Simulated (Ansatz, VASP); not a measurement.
HClF2 in VASP and in Ansatz

```
H Cl F
1.0
     3.20843    0.00000    0.00000
     0.00000    3.29912    0.00000
     0.00000    0.00000    5.75192
H Cl F
1 1 2
Direct
  0.00000 0.00000 0.00000
  0.50000 0.50000 0.50000
  0.00000 0.50000 0.74049
  0.00000 0.50000 0.25951
```

Change from the starting cell: species swapped into the CuPdO2 type (Pmmm, No. 47).

Alike in both runs: task single point; functional PBE; dispersion D3(BJ); k mesh 6 × 6 × 4; occupations gaussian, width 0.1 eV; no spin polarisation.

```csv
,VASP,Ansatz
version,VASP 6.6.1,Ansatz 0.2.0
potentials or method,"VASP PAW PBE potentials, release 64 (H, Cl, F), cutoff 520 eV","scalar-relativistic, plane waves, PAW"
valence electrons in the cell,22,22
```

Ansatz gave:

* gap on the k mesh at the Fermi level (eV): none
* pressure (GPa): 0.1
* traceless stress, the component that is largest in VASP (GPa): 8.56
* rms of the force components (eV/Å): 0.342

Question: What did VASP give for the same quantities?

Answer: gap on the k mesh at the Fermi level (eV): none; pressure (GPa): -0.2; traceless stress, the component that is largest in VASP (GPa): 8.60; rms of the force components (eV/Å): 0.345.

Atom by atom the forces differ by 0.004 eV/Å (rms over components). A gap of «none» marks a metal or a gap that the smearing closes.
